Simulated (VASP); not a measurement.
# ScCo (Pm-3m) in VASP: notebook

Runs on ScCo. Level: LDA. Tasks: single point.

Program: VASP 6.6.1. These are calculated values, not measurements. Logs are shortened: lines on timing, memory, paths and dates and some standing lists are left out, and cuts for length are marked.

## (1) The cell of the first run

Symmetry: Pm-3m, No. 221, cubic system. The conventional cell has a = 3.145 Å, b = 3.145 Å, c = 3.145 Å, α = 90.00°, β = 90.00°, γ = 90.00°. Co (site symmetry m-3m) has 8 Sc at 2.72 Å and 6 Co at 3.15 Å within 3.6 Å. Within 3.6 Å of Sc (site symmetry m-3m) lie 8 Co at 2.72 Å and 6 Sc at 3.15 Å.

## (2) Single point, LDA, collinear spin, ferromagnetic start

INCAR reads:

```
SYSTEM = ScCo
  ALGO = Normal
  EDIFF = 1E-7
  ENCUT = 520
  GGA = CA
  ISIF = 2
  ISMEAR = -1
  ISPIN = 2
  LASPH = .TRUE.
  LCHARG = .FALSE.
  LMAXMIX = 4
  LORBIT = 11
  LREAL = .FALSE.
  LWAVE = .FALSE.
  MAGMOM = 0.9 0
  NBANDS = 21
  NELM = 150
  NUPDOWN = 0.9
  PREC = Accurate
  SIGMA = 0.1
```

KPOINTS reads:

```
k-points
0
G
  10 10 10
  0 0 0
```

POSCAR reads:

```
ScCo
1.0
    3.1450000000      0.0000000000      0.0000000000
    0.0000000000      3.1450000000      0.0000000000
    0.0000000000      0.0000000000      3.1450000000
Co Sc
1 1
Direct
    0.0000000000      0.0000000000      0.0000000000
    0.5000000000      0.5000000000      0.5000000000
```

Potentials or basis: VASP PAW LDA potentials, release 64 (Co, Sc_sv).

On the command line:

```sh
> cat potpaw_LDA.64/Co/POTCAR potpaw_LDA.64/Sc_sv/POTCAR > POTCAR
> mpirun -np 1 vasp_std > vasp.out
```

OUTCAR:

```text
SYSTEM = ScCo
   EDIFF = 1E-7
   ENCUT = 520
   GGA = CA
   ISIF = 2
   ISMEAR = -1
   ISPIN = 2
   LASPH = .TRUE.
   LORBIT = 11
   LREAL = .FALSE.
   NELM = 150
   NUPDOWN = 0.9
   PREC = Accurate

 ion  position               nearest neighbor table
   1  0.000  0.000  0.000-   2 2.72   2 2.72   2 2.72   2 2.72   2 2.72   2 2.72   2 2.72   2 2.72

   2  0.500  0.500  0.500-   1 2.72   1 2.72   1 2.72   1 2.72   1 2.72   1 2.72   1 2.72   1 2.72

  LATTYP: Found a simple cubic cell.
 ALAT       =     3.1450000000

  Lattice vectors:

 A1 = (   3.1450000000,   0.0000000000,   0.0000000000)
 A2 = (   0.0000000000,   3.1450000000,   0.0000000000)
 A3 = (   0.0000000000,   0.0000000000,   3.1450000000)

Analysis of symmetry for initial positions (statically):
=====================================================================
 Subroutine PRICEL returns:
 Original cell was already a primitive cell.

 Routine SETGRP: Setting up the symmetry group for a
 simple cubic supercell.

 Subroutine GETGRP returns: Found 48 space group operations
 (whereof 48 operations were pure point group operations)
 out of a pool of 48 trial point group operations.

The static configuration has the point symmetry O_h .

Analysis of symmetry for dynamics (positions and initial velocities):
=====================================================================
 Subroutine PRICEL returns:
 Original cell was already a primitive cell.

 Routine SETGRP: Setting up the symmetry group for a
 simple cubic supercell.

 Subroutine GETGRP returns: Found 48 space group operations
 (whereof 48 operations were pure point group operations)
 out of a pool of 48 trial point group operations.

The dynamic configuration has the point symmetry O_h .

Analysis of structural, dynamic, and magnetic symmetry:
=====================================================================
 Subroutine PRICEL returns:
 Original cell was already a primitive cell.

 Routine SETGRP: Setting up the symmetry group for a
 simple cubic supercell.

 Subroutine GETGRP returns: Found 48 space group operations
 (whereof 48 operations were pure point group operations)
 out of a pool of 48 trial point group operations.

The overall configuration has the point symmetry O_h .

 Subroutine INISYM returns: Found 48 space group operations
 (whereof 48 operations are pure point group operations),
 and found     1 'primitive' translations

----------------------------------------------------------------------------------------

[... 115 lines left out ...]
  Thomas-Fermi vector in A             =   2.534658
   LORBIT       =     11    0 simple, 1 ext, 2 COOP (PROOUT), +10 PAW based schemes
   GGA     = CA    functional components
   LHFCALC =     F    Hartree Fock is set to
   AEXX    =    0.0000 exact exchange contribution
   IVDW    =     0    specifies the selected vdW correction
   LEPSILON=     F    determine dielectric tensor
   LRPA    =     F    only Hartree local field effects (RPA)
 spin polarized calculation
  energy-cutoff  :      520.00
  volume of cell :       31.11
 maximum number of plane-waves:       862
 NGX is ok and might be reduce to    24
   NGX = 11   NGY = 11   NGZ = 11

 number of electron      19.9999992 magnetization       0.8999999

 Free energy of the ion-electron system (eV)
  ---------------------------------------------------
  ext. energy  EPLUGINS =         0.00000000
  ---------------------------------------------------
  free energy    TOTEN  =       -15.42073871 eV

  energy without entropy =      -15.33640656  energy(sigma->0) =      -15.37857264

 E-fermi :   5.8486     XC(G=0): -11.9960

 val. band max:        6.5911267019   @ k =   0.4000   0.4000   0.3000
 cond. band min:       5.8522359928   @ k =   0.3000   0.1000   0.0000
 fundamental gap:     -0.7388907091
 Fermi energy:         6.5992481882

 spin component 1

 k-point     1 :       0.0000    0.0000    0.0000
  band No.  band energies     occupation
      1     -41.9693      1.00000
      2     -20.8092      1.00000
      3     -20.8092      1.00000
      4     -20.8092      1.00000
      5      -0.3022      1.00000
      6       3.2428      1.00000
[... 565 lines left out ...]
     20      22.8528      0.00000
     21      23.1520      0.00000

 [... further k-points ...]

 spin component 2

 k-point     1 :       0.0000    0.0000    0.0000
  band No.  band energies     occupation
      1     -41.9941      1.00000
      2     -20.8343      1.00000
      3     -20.8343      1.00000
      4     -20.8343      1.00000
      5      -0.1974      1.00000
      6       3.8046      1.00000
[... 565 lines left out ...]
     20      22.9884      0.00000
     21      23.2621      0.00000

 [... further k-points ...]

------------------------ aborting loop because EDIFF is reached ----------------------------------------

  FORCE on cell =-STRESS in cart. coord.  units (eV):
  Direction    XX          YY          ZZ          XY          YZ          ZX
  --------------------------------------------------------------------------------------
  -------------------------------------------------------------------------------------
  Total       -1.8050843     -1.8050843     -1.8050843      0.0000000      0.0000000     -0.0000000
  in kB      -92.9707048    -92.9707048    -92.9707048      0.0000000      0.0000000     -0.0000000
  external PRESSURE =     -92.9707048 kB  Pullay stress =       0.0000000 kB

 VOLUME and BASIS-vectors are now :
 -----------------------------------------------------------------------------
  energy-cutoff  :      520.00
  volume of cell :       31.11
      direct lattice vectors                 reciprocal lattice vectors
     3.145000000  0.000000000  0.000000000     0.317965024  0.000000000  0.000000000
     0.000000000  3.145000000  0.000000000     0.000000000  0.317965024  0.000000000
     0.000000000  0.000000000  3.145000000     0.000000000  0.000000000  0.317965024

 POSITION                                       TOTAL-FORCE (eV/Angst)
 -----------------------------------------------------------------------------------
      0.00000      0.00000      0.00000         0.000000      0.000000      0.000000
      1.57250      1.57250      1.57250         0.000000      0.000000      0.000000
 -----------------------------------------------------------------------------------
    total drift:                                0.000000      0.000000     -0.000000

  FREE ENERGIE OF THE ION-ELECTRON SYSTEM (eV)
  ---------------------------------------------------
  free  energy   TOTEN  =       -15.4207387134 eV

  energy  without entropy=      -15.3364065611  energy(sigma->0) =      -15.37857264

 total charge

# of ion       s       p       d       tot
------------------------------------------
    1        0.507   0.319   7.356   8.182
    2        2.284   6.177   1.131   9.592
--------------------------------------------------
tot          2.791   6.497   8.487  17.774

 magnetization (x)

# of ion       s       p       d       tot
------------------------------------------
    1        0.029   0.022   0.858   0.909
    2       -0.002   0.007  -0.042  -0.038
--------------------------------------------------
tot          0.027   0.028   0.816   0.871
```

stdout:

```text
POSCAR found type information on POSCAR CoSc
 POSCAR found :  2 types and       2 ions
 scaLAPACK will be used
 LDA part: xc-table for (Slater(with rela. corr.)+CA(PZ))
 , standard interpolation
 POSCAR, INCAR and KPOINTS ok, starting setup
 FFT: planning ... GRIDC
 FFT: planning ... GRID_SOFT
 FFT: planning ... GRID
 WAVECAR not read
 entering main loop
```

Run time: 66 s. Hardware: 1 thread of Intel Xeon 8259CL, shared host; peak memory 0.17 GiB.

Results:

* Free energy: -15.4207 eV
* Pressure: -9.3 GPa
* Net moment: 0.90 μB per cell
* Site moments: Co +0.91; Sc -0.04 μB
* Valence electrons inside the program's atomic spheres: Co 8.18; Sc 9.59

Caveat: the cell stands under tension; the total moment is fixed, so each spin has its own Fermi level.

## (3) Single point, LDA, collinear spin, ferromagnetic start

INCAR reads:

```
  ALGO = Normal
  EDIFF = 1E-7
  ENCUT = 520
  GGA = CA
  ISIF = 2
  ISMEAR = -1
  ISPIN = 2
  LASPH = T
  LCHARG = F
  LMAXMIX = 4
  LORBIT = 11
  LREAL = F
  LWAVE = F
  MAGMOM = 1.35 0
  NBANDS = 21
  NELM = 150
  NUPDOWN = 1.35
  PREC = Accurate
  SIGMA = 0.1
```

KPOINTS reads:

```
k-points
0
Gamma
  10 10 10
```

POSCAR is that of step 2.

Potentials or basis: VASP PAW LDA potentials, release 64 (Co, Sc_sv).

On the command line:

```sh
> cat potpaw_LDA.64/Co/POTCAR potpaw_LDA.64/Sc_sv/POTCAR > POTCAR
> mpirun -np 1 vasp_std > vasp.out
```

Run time: 67 s. Hardware: 1 thread of Intel Xeon 8259CL, shared host; peak memory 0.18 GiB.

The run converged. Its results:

| Property | Result |
| --- | --- |
| Free energy | -15.2248 eV |
| Pressure | -6.9 GPa |
| Net moment | 1.35 μB per cell |
| Site moments | Co +1.22; Sc +0.03 μB |
| Valence electrons inside the program's atomic spheres | Co 8.17; Sc 9.60 |

Caveat: the cell stands under tension; the total moment is fixed, so each spin has its own Fermi level.

## (4) Single point, LDA, collinear spin, ferromagnetic start

INCAR reads:

```
SYSTEM = ScCo
  PREC = Accurate
  ENCUT = 520
  EDIFF = 1E-6
  ISMEAR = -1
  SIGMA = 0.1
  LREAL = .FALSE.
  LASPH = .TRUE.
  NELM = 150
  ALGO = Normal
  ISIF = 2
  LWAVE = .FALSE.
  LCHARG = .FALSE.
  ISPIN = 2
  MAGMOM = 1.8 0
  LORBIT = 11
  NUPDOWN = 1.8
  LMAXMIX = 4
  GGA = CA
  NBANDS = 21
```

KPOINTS reads:

```
Automatic mesh
0
G
  10 10 10
  0 0 0
```

POSCAR is that of step 3.

Potentials or basis: VASP PAW LDA potentials, release 64 (Co, Sc_sv).

On the command line:

```sh
> cat potpaw_LDA.64/Co/POTCAR potpaw_LDA.64/Sc_sv/POTCAR > POTCAR
> mpirun -np 1 vasp_std > vasp.out
```

OUTCAR:

```text
SYSTEM = ScCo
   PREC = Accurate
   ENCUT = 520
   EDIFF = 1E-6
   ISMEAR = -1
   LREAL = .FALSE.
   LASPH = .TRUE.
   NELM = 150
   ISIF = 2
   ISPIN = 2
   LORBIT = 11
   NUPDOWN = 1.8
   GGA = CA

 ion  position               nearest neighbor table
   1  0.000  0.000  0.000-   2 2.72   2 2.72   2 2.72   2 2.72   2 2.72   2 2.72   2 2.72   2 2.72

   2  0.500  0.500  0.500-   1 2.72   1 2.72   1 2.72   1 2.72   1 2.72   1 2.72   1 2.72   1 2.72

  LATTYP: Found a simple cubic cell.
 ALAT       =     3.1450000000

  Lattice vectors:

 A1 = (   3.1450000000,   0.0000000000,   0.0000000000)
 A2 = (   0.0000000000,   3.1450000000,   0.0000000000)
 A3 = (   0.0000000000,   0.0000000000,   3.1450000000)

Analysis of symmetry for initial positions (statically):
=====================================================================
 Subroutine PRICEL returns:
 Original cell was already a primitive cell.

 Routine SETGRP: Setting up the symmetry group for a
 simple cubic supercell.

 Subroutine GETGRP returns: Found 48 space group operations
 (whereof 48 operations were pure point group operations)
[... 1341 lines left out ...]
     21      23.3892      0.00000

 [... further k-points ...]

------------------------ aborting loop because EDIFF is reached ----------------------------------------

  FORCE on cell =-STRESS in cart. coord.  units (eV):
  Direction    XX          YY          ZZ          XY          YZ          ZX
  --------------------------------------------------------------------------------------
  -------------------------------------------------------------------------------------
  Total       -0.8658625     -0.8658625     -0.8658625     -0.0000000      0.0000000     -0.0000000
  in kB      -44.5961704    -44.5961704    -44.5961704     -0.0000000      0.0000000     -0.0000000
  external PRESSURE =     -44.5961704 kB  Pullay stress =       0.0000000 kB

 VOLUME and BASIS-vectors are now :
 -----------------------------------------------------------------------------
  energy-cutoff  :      520.00
  volume of cell :       31.11
      direct lattice vectors                 reciprocal lattice vectors
     3.145000000  0.000000000  0.000000000     0.317965024  0.000000000  0.000000000
     0.000000000  3.145000000  0.000000000     0.000000000  0.317965024  0.000000000
     0.000000000  0.000000000  3.145000000     0.000000000  0.000000000  0.317965024

 POSITION                                       TOTAL-FORCE (eV/Angst)
 -----------------------------------------------------------------------------------
      0.00000      0.00000      0.00000         0.000000      0.000000      0.000000
      1.57250      1.57250      1.57250         0.000000      0.000000      0.000000
 -----------------------------------------------------------------------------------
    total drift:                                0.000000      0.000000     -0.000000

  FREE ENERGIE OF THE ION-ELECTRON SYSTEM (eV)
  ---------------------------------------------------
  free  energy   TOTEN  =       -14.9577702538 eV

  energy  without entropy=      -14.8402687999  energy(sigma->0) =      -14.89901953

 total charge

# of ion       s       p       d       tot
------------------------------------------
    1        0.519   0.347   7.287   8.152
    2        2.285   6.180   1.149   9.613
--------------------------------------------------
tot          2.803   6.526   8.436  17.765

 magnetization (x)

# of ion       s       p       d       tot
------------------------------------------
    1        0.045   0.092   1.332   1.468
    2        0.008   0.036   0.106   0.150
--------------------------------------------------
tot          0.053   0.127   1.438   1.618
```

OSZICAR:

```text
N       E                     dE             d eps       ncg     rms          rms(c)
DAV:   1     0.173702800380E+03    0.17370E+03   -0.88826E+03  4856   0.109E+03
DAV:   2    -0.999134717151E+01   -0.18369E+03   -0.17611E+03  4725   0.322E+02
DAV:   3    -0.165568915379E+02   -0.65655E+01   -0.63992E+01  5759   0.816E+01
DAV:   4    -0.167103786101E+02   -0.15349E+00   -0.15332E+00  6495   0.105E+01
DAV:   5    -0.167161484269E+02   -0.57698E-02   -0.57687E-02  6107   0.188E+00    0.131E+01
DAV:   6    -0.186439095153E+02   -0.19278E+01   -0.19710E+01  5629   0.541E+01    0.185E+01
DAV:   7    -0.150665408522E+02    0.35774E+01   -0.98577E+00  6033   0.354E+01    0.349E+00
DAV:   8    -0.149826793579E+02    0.83861E-01   -0.23968E-01  7522   0.513E+00    0.181E+00
DAV:   9    -0.149624472524E+02    0.20232E-01   -0.34710E-02  7398   0.237E+00    0.697E-01
DAV:  10    -0.149577090436E+02    0.47382E-02   -0.48436E-03  6083   0.662E-01    0.144E-01
DAV:  11    -0.149577641359E+02   -0.55092E-04   -0.34947E-04  5867   0.214E-01    0.789E-02
DAV:  12    -0.149577736217E+02   -0.94858E-05   -0.66192E-05  7826   0.846E-02    0.462E-02
DAV:  13    -0.149577694679E+02    0.41538E-05   -0.18225E-05  7193   0.554E-02    0.110E-02
DAV:  14    -0.149577702538E+02   -0.78583E-06   -0.77429E-07  2817   0.981E-03
   1 F= -.14957770E+02 E0= -.14899020E+02  d E =-.117501E+00  mag=     1.8000
```

Run time: 60 s. Hardware: 1 thread of Intel Xeon 8259CL, shared host; peak memory 0.18 GiB.

What came out:

| Property | Result |
| --- | --- |
| Free energy | -14.9578 eV |
| Pressure | -4.5 GPa |
| Net moment | 1.80 μB per cell |
| Site moments | Co +1.47; Sc +0.15 μB |
| Valence electrons inside the program's atomic spheres | Co 8.15; Sc 9.61 |

Caveat: the cell stands under tension; the total moment is fixed, so each spin has its own Fermi level.

## (5) The runs side by side

| fixed moment (μB) | pressure (GPa) | moment (μB) |
| --- | --- | --- |
| 0.9 | -9.3 | 0.90 |
| 1.35 | -6.9 | 1.35 |
| 1.8 | -4.5 | 1.80 |

Alike in all rows: task single point; level LDA; potentials or basis VASP PAW LDA potentials, release 64 (Co, Sc_sv); spin collinear, ferromagnetic start; cell as given; k mesh 10 × 10 × 10; cutoff (eV) 520; smearing fermi-dirac 0.1 eV.

Caveats: the cell stands under tension; the total moment is fixed, so each spin has its own Fermi level.

Total energies depend on the potentials used, so only differences within one code and one set of settings carry meaning.
